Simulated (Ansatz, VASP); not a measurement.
## AlN in VASP and in Ansatz

Contents of INCAR:

```
SYSTEM = AlN
PREC = Accurate ; ENCUT = 600
EDIFF = 1E-6 ; ISMEAR = -1
SIGMA = 0.02 ; LREAL = .FALSE.
LASPH = .TRUE. ; NELM = 100
ALGO = Normal ; ISIF = 3
LWAVE = .FALSE. ; LCHARG = .FALSE.
GGA = CA ; IBRION = 2
NSW = 80 ; EDIFFG = -0.01
```

File KPOINTS:

```
regular mesh
0
G
  12 12 6
  0 0 0
```

File POSCAR:

```
AlN
1.0
    3.1130000000      0.0000000000      0.0000000000
   -1.5565000000      2.6959370800      0.0000000000
    0.0000000000      0.0000000000      4.9810000000
Al N
2 2
Direct
    0.3333333300      0.6666666700      0.0000000000
    0.6666666700      0.3333333300      0.5000000000
    0.3333333300      0.6666666700      0.3800000000
    0.6666666700      0.3333333300      0.8800000000
```

Input for Ansatz:

```yaml
crystal:
  lattice:
    - [3.113, 0.0, 0.0]
    - [-1.5565, 2.69593708, 0.0]
    - [0.0, 0.0, 4.981]
  atoms:
    - { symbol: Al, position: [0.33333333, 0.66666667, 0.0] }
    - { symbol: Al, position: [0.66666667, 0.33333333, 0.5] }
    - { symbol: "N", position: [0.33333333, 0.66666667, 0.38] }
    - { symbol: "N", position: [0.66666667, 0.33333333, 0.88] }
  symmetry: { tolerance: 0.0003 }
hamiltonian:
  xc: lda
  pseudopotentials: { kind: paw, azcp: { folder: soft_1 } }
basis:
  ecutwfc: 420
magnetization:
  spin_polarized: false
scf:
  occupations: { method: fermi_dirac, width: 0.02 }
kpoints:
  mp_grid: { grid: [12, 12, 6], shift: [0, 0, 0] }
output:
  forces: true
  stress: true
  eigenvalues: true
relax:
  max_steps: 60
  cell: {}
```

Alike in both runs: task relaxation of cell and atoms; functional LDA; k mesh 12 × 12 × 6; occupations fermi-dirac, width 0.02 eV; no spin polarisation.

|  | VASP | Ansatz |
| --- | --- | --- |
| version | VASP 6.6.1 | Ansatz 0.2.0 |
| potentials or method | VASP PAW LDA potentials, release 64 (Al, N), cutoff 600 eV | PAW plane waves |
| valence electrons in the cell | 16 | 16 |

```tsv
	VASP	Ansatz	Ansatz less VASP
gap on the k mesh at the Fermi level, each at its own relaxed structure (eV)	4.41	4.42	+0.010
relaxed volume (Å³/atom)	10.23	10.21	-0.023
relaxed length of the cell vector where the two differ most in proportion (Å)	4.947	4.943	-0.0037
```

Ansatz warns that its potentials were made for another functional, while VASP's fit it. LDA's correlation is that of Perdew and Zunger in VASP and of Perdew and Wang (1992) in Ansatz.
